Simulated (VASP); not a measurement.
FeO (Wuestite):

```
Fe O
1.0
     0.00000    2.14093    2.14093
     2.14093    0.00000    2.14093
     2.14093    2.14093    0.00000
Fe O
1 1
Direct
  0.00000 0.00000 0.00000
  0.50000 0.50000 0.50000
```

This cell differs from its parent crystal: volume scaled by 0.98.

Base run:

| Quantity | Value |
| --- | --- |
| Program | VASP 6.6.1 |
| Functional | PBEsol |
| Potentials or basis | VASP PAW PBE potentials, release 64 (Fe, O) |
| Cutoff | 520 eV |
| k mesh | 11 × 11 × 11 |
| Occupations | fermi-dirac, width 0.05 eV |
| Spin | collinear spin, ferromagnetic start |
| Starting moments | [3.0, 0.0] μB |

Its results: band gap on the k mesh zero (filled and empty bands overlap); pressure -4.6 GPa; net moment 4.00 μB per cell; site moments Fe +3.61; O +0.31 μB.

Question: The run is repeated on the same cell with these changes: functional from PBEsol to PBE; further incar settings from ALGO = Normal; EDIFF = 1e-07; NBANDS = 18 to ALGO = Normal; EDIFF = 1e-06; NBANDS = 18. What comes out?

Answer: Band gap on the k mesh zero (filled and empty bands overlap); pressure 3.8 GPa; net moment 4.00 μB per cell; site moments Fe +3.62; O +0.31 μB.

Caveats: a cell with one magnetic atom can't hold antiferromagnetic order, which such compounds often take; semilocal functionals often make such compounds metallic where correlation or magnetic order opens a gap, which also shifts bond lengths; the PAW data sets were made with another functional, which shifts forces and pressure a little (some runs).
